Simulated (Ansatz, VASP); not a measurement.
## One calculation of Cr, two programs

```
Cr
1.0
     0.00000    1.81224    1.81224
     1.81224    0.00000    1.81224
     1.81224    1.81224    0.00000
Cr
1
Direct
  0.00000 0.00000 0.00000
```

Alike in both runs: functional PBE; k mesh 15 × 15 × 15; occupations fermi-dirac, width 0.1 eV; no spin polarisation.

Ansatz relaxed the structure, and its values are those at the end. VASP's run is a single point on that final structure, the one shown.

|  | VASP | Ansatz |
| --- | --- | --- |
| version | VASP 6.6.1 | Ansatz 0.2.0 |
| potentials or method | VASP PAW PBE potentials, release 64 (Cr_pv), cutoff 520 eV | plane waves (420 eV) with PAW, scalar-relativistic |
| valence electrons in the cell | 12 | 14 |

|  | VASP | Ansatz | Ansatz less VASP |
| --- | --- | --- | --- |
| pressure (GPa) | -0.5 | 0.0 | +0.46 |

VASP's potentials hold 12 valence electrons a cell and Ansatz's 14, so a difference there can come from the potentials and not from the codes.
